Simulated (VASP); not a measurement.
GaN, 2 atoms in the cell. The structure is tetragonal, space group I4/mmm (No. 139). Conventional cell: a = 2.982 Å, b = 2.982 Å, c = 4.259 Å, α = 90.00°, β = 90.00°, γ = 90.00°. Within 2.8 Å of Ga (site symmetry 4/mmm) lie 6 N at 2.11 to 2.13 Å. N (site symmetry 4/mmm) has 6 Ga at 2.11 to 2.13 Å within 2.8 Å.  This cell differs from its parent crystal: uniaxial z strain +1.0%.

| Item | Value |
| --- | --- |
| Program | VASP 6.6.1 |
| Task | single point |
| Functional | r2SCAN |
| Potentials or basis | VASP PAW PBE potentials, release 64 (Ga_d, N) |
| Cutoff | 520 eV |
| k mesh | 10 × 10 × 10 |
| Occupations | gaussian, width 0.01 eV |
| Spin | no spin polarisation |
| Dipole correction | no |
| Further INCAR settings | ALGO = Normal; EDIFF = 1e-07; NBANDS = 16 |

Potentials or basis: VASP PAW PBE potentials, release 64 (Ga_d, N).

Command:

```bash
$ cat potpaw_PBE.64/Ga_d/POTCAR potpaw_PBE.64/N/POTCAR > POTCAR
$ cp INCAR.step1 INCAR
$ mpirun -np 1 vasp_std > vasp.out
$ cp INCAR.step2 INCAR
$ mpirun -np 1 vasp_std > vasp.out
```

Hardware: 1 thread of Intel(R) Xeon(R) Platinum 8488C (Sapphire Rapids), with other jobs on the host.

Task: How long does it take, and how much memory?

Result: It took 67 s on 1 thread of Intel(R) Xeon(R) Platinum 8488C (Sapphire Rapids), with other jobs on the host, peak memory 0.16 GiB. Counts: k points 102.
